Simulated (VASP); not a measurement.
# CdF2 (Fm-3m) in VASP: further runs, part 2 of 2

VASP 6.6.1.

## 3. Relaxation of cell and atoms, r2SCAN

This run uses another cell than the first one, of 13.13 Å³/atom.

POSCAR

```
CdF2
1.0
    0.0000000000      2.7005188900      2.7005188900
    2.7005188900      0.0000000000      2.7005188900
    2.7005188900      2.7005188900      0.0000000000
Cd F
1 2
Direct
    0.0000000000      0.0000000000      0.0000000000
    0.2500000000      0.2500000000      0.2500000000
    0.7500000000      0.7500000000      0.7500000000
```

INCAR.step1

```
PREC = Accurate
ENCUT = 600
ISMEAR = 0
SIGMA = 0.02
LREAL = False
LASPH = True
NELM = 100
GGA = PE
ALGO = Normal
EDIFF = 1E-4
LWAVE = True
LCHARG = False
```

INCAR.step2

```
PREC = Accurate
ENCUT = 600
EDIFF = 1E-7
ISMEAR = 0
SIGMA = 0.02
LREAL = False
LASPH = True
NELM = 100
ALGO = Normal
ISIF = 3
LWAVE = False
LCHARG = False
METAGGA = R2SCAN
LMIXTAU = True
IBRION = 2
NSW = 100
EDIFFG = -0.005
ISTART = 1
```

KPOINTS

```
Automatic mesh
0
Gamma
  8 8 8
```

Potentials or basis: VASP PAW PBE potentials, release 64 (Cd, F).

Command:

```console
> cat potpaw_PBE.64/Cd/POTCAR potpaw_PBE.64/F/POTCAR > POTCAR
> cp INCAR.step1 INCAR
> mpirun -np 1 vasp_std > vasp.out
> cp INCAR.step2 INCAR
> mpirun -np 1 vasp_std > vasp.out
```

OUTCAR:

```text
PREC = Accurate
   ENCUT = 600
   EDIFF = 1E-7
   ISMEAR = 0
   LREAL = False
   LASPH = True
   NELM = 100
   ISIF = 3
   METAGGA = R2SCAN
   IBRION = 2
   NSW = 100
   EDIFFG = -0.005
   ISTART = 1

 ion  position               nearest neighbor table
   1  0.000  0.000  0.000-   2 2.34   3 2.34   3 2.34   3 2.34   3 2.34   2 2.34   2 2.34   2 2.34

   2  0.250  0.250  0.250-   1 2.34   1 2.34   1 2.34   1 2.34
   3  0.750  0.750  0.750-   1 2.34   1 2.34   1 2.34   1 2.34

  LATTYP: Found a face centered cubic cell.
 ALAT       =     5.4010377800

  Lattice vectors:

 A1 = (   0.0000000000,   2.7005188900,   2.7005188900)
 A2 = (   2.7005188900,   0.0000000000,   2.7005188900)
 A3 = (   2.7005188900,   2.7005188900,   0.0000000000)

Analysis of symmetry for initial positions (statically):
=====================================================================
 Subroutine PRICEL returns:
 Original cell was already a primitive cell.

 Routine SETGRP: Setting up the symmetry group for a
 face centered cubic supercell.

 Subroutine GETGRP returns: Found 48 space group operations
 (whereof 48 operations were pure point group operations)
 out of a pool of 48 trial point group operations.

The static configuration has the point symmetry O_h .

Analysis of symmetry for dynamics (positions and initial velocities):
=====================================================================
 Subroutine PRICEL returns:
 Original cell was already a primitive cell.

 Routine SETGRP: Setting up the symmetry group for a
 face centered cubic supercell.

 Subroutine GETGRP returns: Found 48 space group operations
 (whereof 48 operations were pure point group operations)
 out of a pool of 48 trial point group operations.

The dynamic configuration has the point symmetry O_h .

 Subroutine INISYM returns: Found 48 space group operations
 (whereof 48 operations are pure point group operations),
 and found     1 'primitive' translations

----------------------------------------------------------------------------------------

                                     Primitive cell

  volume of cell :      39.3887

  direct lattice vectors                    reciprocal lattice vectors
     0.000000000  2.700518890  2.700518890    -0.185149603  0.185149603  0.185149603
     2.700518890  0.000000000  2.700518890     0.185149603 -0.185149603  0.185149603
     2.700518890  2.700518890  0.000000000     0.185149603  0.185149603 -0.185149603

  length of vectors
     3.819110440  3.819110440  3.819110440     0.320688519  0.320688519  0.320688519

  position of ions in fractional coordinates (direct lattice)
     0.000000000  0.000000000  0.000000000
     0.250000000  0.250000000  0.250000000
     0.750000000  0.750000000  0.750000000

  ion indices of the primitive-cell ions
   primitive index   ion index
                 1           1
                 2           2
                 3           3

----------------------------------------------------------------------------------------

 KPOINTS: Automatic mesh

Automatic generation of k-mesh.
 Grid dimensions read from file:
 generate k-points for:    8    8    8

 Generating k-lattice:

  Cartesian coordinates                     Fractional coordinates (reciprocal lattice)
    -0.023143700  0.023143700  0.023143700     0.125000000  0.000000000  0.000000000
     0.023143700 -0.023143700  0.023143700     0.000000000  0.125000000  0.000000000
     0.023143700  0.023143700 -0.023143700     0.000000000  0.000000000  0.125000000

  Length of vectors
     0.040086065  0.040086065  0.040086065

  Shift w.r.t. Gamma in fractional coordinates (k-lattice)
     0.000000000  0.000000000  0.000000000

 Subroutine IBZKPT returns following result:
 ===========================================

 Found     29 irreducible k-points:

 Following reciprocal coordinates:
            Coordinates               Weight
  0.000000  0.000000  0.000000      1.000000
  0.125000  0.000000  0.000000      8.000000
  0.250000  0.000000  0.000000      8.000000
  0.375000  0.000000  0.000000      8.000000
  0.500000  0.000000  0.000000      4.000000
  0.125000  0.125000  0.000000      6.000000
[... 16 lines left out ...]
  0.500000  0.250000  0.125000     48.000000
 -0.375000  0.250000  0.125000     24.000000
 [... further k-points ...]
   k-points           NKPTS =     29   k-points in BZ     NKDIM =     29   number of bands    NBANDS=     17
   number of dos      NEDOS =    301   number of ions     NIONS =      3
   total plane-waves  NPLWV =  32768
   dimension x,y,z NGX =    32 NGY =   32 NGZ =   32
   dimension x,y,z NGXF=    64 NGYF=   64 NGZF=   64
   ions per type =               1   2
   NGX,Y,Z   is equivalent  to a cutoff of  13.93, 13.93, 13.93 a.u.
   NGXF,Y,Z  is equivalent  to a cutoff of  27.86, 27.86, 27.86 a.u.
 SYSTEM =  unknown system
   PREC   = accura    normal or accurate (medium, high low for compatibility)
   ISTART =      1    job   : 0-new  1-cont  2-samecut
   ICHARG =      0    charge: 1-file 2-atom 10-const
   ISPIN  =      1    spin polarized calculation?
   LNONCOLLINEAR =      F non collinear calculations
   LSORBIT =      F    spin-orbit coupling
   LASPH  =      T    aspherical Exc in radial PAW
   ENCUT  =  600.0 eV  44.10 Ry    6.64 a.u.   7.63  7.63  7.63*2*pi/ulx,y,z
   NELM   =    100;   NELMIN=  2; NELMDL=  0     # of ELM steps
   EDIFF  = 0.1E-06   stopping-criterion for ELM
   LREAL  =      F    real-space projection
   EDIFFG = -.5E-02   stopping-criterion for IOM
   NSW    =    100    number of steps for IOM
   IBRION =      2    ionic relax: 0-MD 1-quasi-New 2-CG
   NFREE  =      1    steps in history (QN), initial steepest desc. (CG)
   ISIF   =      3    stress and relaxation
   ISYM   =      2    0-nonsym 1-usesym 2-fastsym
   POTIM  = 0.5000    time-step for ionic-motion
   TEBEG  =    0.0;   TEEND  =   0.0 temperature during run
   PSTRESS=    0.0 pullay stress
   NELECT =      26.0000    total number of electrons
   NUPDOWN=      -1.0000    fix difference up-down
   EMIN   =  10.00;   EMAX   =-10.00  energy-range for DOS
   EFERMI =   0.00;   METHOD = LEGACY
   ISMEAR =     0;   SIGMA  =   0.02  broadening in eV -4-tet -1-fermi 0-gaus
   EFERMI_NEDOS =   21; number of points for ismear=-14 and -15
   IALGO  =     38    algorithm
   IMIX   =      4    mixing-type and parameters
     AMIX     =   0.40;   BMIX     =  1.00
     AMIX_MAG =   1.60;   BMIX_MAG =  1.00
  volume/ion in A,a.u.               =      13.13        88.60
  Fermi-wavevector in a.u.,A,eV,Ry     =   1.425417  2.693648 27.644519  2.031815
  Thomas-Fermi vector in A             =   2.545804
   LORBIT       =      0    0 simple, 1 ext, 2 COOP (PROOUT), +10 PAW based schemes
   METAGGA = R2SCAN    functional components
   LHFCALC =     F    Hartree Fock is set to
   AEXX    =    0.0000 exact exchange contribution
   IVDW    =     0    specifies the selected vdW correction
   LEPSILON=     F    determine dielectric tensor
   LRPA    =     F    only Hartree local field effects (RPA)
 conjugate gradient relaxation of ions
 non-spin polarized calculation
 Gauss-broadening in eV      SIGMA  =   0.02
  energy-cutoff  :      600.00
  volume of cell :       39.39
 maximum number of plane-waves:      1363
 NGX is ok and might be reduce to    32
   NGX = 15   NGY = 15   NGZ = 15

 number of electron      25.9999990 magnetization

 Free energy of the ion-electron system (eV)
  ---------------------------------------------------
  ext. energy  EPLUGINS =         0.00000000
  ---------------------------------------------------
  free energy    TOTEN  =       -33.72586378 eV

  energy without entropy =      -33.72586378  energy(sigma->0) =      -33.72586378

 E-fermi :  -1.7604     XC(G=0): -11.0061

 val. band max:       -1.9252925815   @ k =  -0.2500   0.5000   0.2500
 cond. band min:       1.8009523432   @ k =   0.0000   0.0000   0.0000
 fundamental gap:      3.7262449247
 Fermi energy:        -1.7604385460

 k-point     1 :       0.0000    0.0000    0.0000
  band No.  band energies     occupation
      1     -23.8248      2.00000
      2     -22.7773      2.00000
      3      -7.5316      2.00000
      4      -7.5316      2.00000
      5      -7.5316      2.00000
      6      -6.3254      2.00000
[... 457 lines left out ...]
      4      -6.9676      2.00000
      5      -6.3805      2.00000
      6      -6.3607      2.00000
[... 9 lines left out ...]
     16      11.9576      0.00000
     17      12.8461      0.00000

 [... further k-points ...]

------------------------ aborting loop because EDIFF is reached ----------------------------------------

  FORCE on cell =-STRESS in cart. coord.  units (eV):
  Direction    XX          YY          ZZ          XY          YZ          ZX
  --------------------------------------------------------------------------------------
  -------------------------------------------------------------------------------------
  Total       -0.0102473     -0.0102473     -0.0102473      0.0000000      0.0000000     -0.0000000
  in kB       -0.4168178     -0.4168178     -0.4168178      0.0000000      0.0000000     -0.0000000
  external PRESSURE =      -0.4168178 kB  Pullay stress =       0.0000000 kB

 VOLUME and BASIS-vectors are now :
 -----------------------------------------------------------------------------
  energy-cutoff  :      600.00
  volume of cell :       39.39
      direct lattice vectors                 reciprocal lattice vectors
     0.000000000  2.700518890  2.700518890    -0.185149603  0.185149603  0.185149603
     2.700518890  0.000000000  2.700518890     0.185149603 -0.185149603  0.185149603
     2.700518890  2.700518890  0.000000000     0.185149603  0.185149603 -0.185149603

 POSITION                                       TOTAL-FORCE (eV/Angst)
 -----------------------------------------------------------------------------------
      0.00000      0.00000      0.00000         0.000000      0.000000     -0.000000
      1.35026      1.35026      1.35026        -0.000000     -0.000000     -0.000000
      4.05078      4.05078      4.05078         0.000000      0.000000      0.000000
 -----------------------------------------------------------------------------------
    total drift:                                0.000000     -0.000000      0.000000

  FREE ENERGIE OF THE ION-ELECTRON SYSTEM (eV)
  ---------------------------------------------------
  free  energy   TOTEN  =       -33.7258637835 eV

  energy  without entropy=      -33.7258637835  energy(sigma->0) =      -33.72586378

 reached required accuracy - stopping structural energy minimisation
```

Run time: 1.8 min. Hardware: 1 thread of Intel Xeon 8259CL, shared host; peak memory 0.2 GiB.

What came out:

```yaml
Free_energy: -33.7259 eV
Pressure_after_relaxing: 0.0 GPa
Band_gap_on_the_k_mesh: 3.73 eV (least direct gap 4.24 eV)
```

Final structure:
```
Cd F
1.0
     0.00000    2.70052    2.70052
     2.70052    0.00000    2.70052
     2.70052    2.70052    0.00000
Cd F
1 2
Cartesian
  0.0000 0.0000 0.0000
  1.3503 1.3503 1.3503
  4.0508 4.0508 4.0508
```

Levels at points of the mesh, in eV from the valence-band top:
| k point | band 9 | band 10 | band 11 | band 12 | band 13 | band 14 | band 15 | band 16 | band 17 |
| --- | --- | --- | --- | --- | --- | --- | --- | --- | --- |
| (0.00, 0.00, 0.00) | -0.97 | -0.97 | -0.51 | -0.51 | -0.51 | 3.73 | 13.58 | 13.58 | 13.58 |
| (0.50, 0.00, 0.00) | -2.25 | -1.82 | -1.82 | -0.41 | -0.41 | 7.93 | 9.67 | 15.53 | 15.53 |
| (0.50, 0.50, 0.00) | -2.93 | -2.93 | -0.50 | -0.09 | -0.09 | 8.81 | 10.50 | 12.17 | 15.24 |

Caveat: the relaxation stopped at its first step, so nothing moved; the PAW data sets were made with another functional, which shifts forces and pressure a little. A k mesh can miss the band edges.
